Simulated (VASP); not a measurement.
BAs5, 6 atoms in the cell. Symmetry: P6/mmm, No. 191, hexagonal system. Conventional cell: a = 5.374 Å, b = 5.374 Å, c = 6.999 Å, α = 90.00°, β = 90.00°, γ = 120.00°. B (site symmetry 6/mmm) has 2 As at 1.89 Å within 2.5 Å. As (site symmetry mmm) has 8 As at 2.69 to 3.13 Å within 3.5 Å. Within 2.5 Å of As (site symmetry 6mm) lie 1 B at 1.89 Å. 

| Quantity | Value |
| --- | --- |
| Program | VASP 6.6.1 |
| Task | single point |
| Functional | PBE |
| Potentials or basis | VASP PAW PBE potentials, release 64 (B, As) |
| Cutoff | 520 eV |
| k mesh | 12 × 12 × 6 |
| Occupations | gaussian, width 0.1 eV |
| Spin | no spin polarisation |
| Dipole correction | no |
| Further INCAR settings | ALGO = Normal; EDIFF = 1e-06; NBANDS = 23 |

Potentials or basis: VASP PAW PBE potentials, release 64 (B, As).

Command:

```sh
$ cat potpaw_PBE.64/B/POTCAR potpaw_PBE.64/As/POTCAR > POTCAR
$ mpirun -np 1 vasp_std > vasp.out
```

Hardware: 1 thread of Intel(R) Xeon(R) 6975P-C (Granite Rapids), with other jobs on the host.

Task: Estimate the wall time of this run.

Result: It took 2.8 min on 1 thread of Intel(R) Xeon(R) 6975P-C (Granite Rapids), with other jobs on the host, peak memory 0.43 GiB. Counts: scf iterations 15, k points 76.
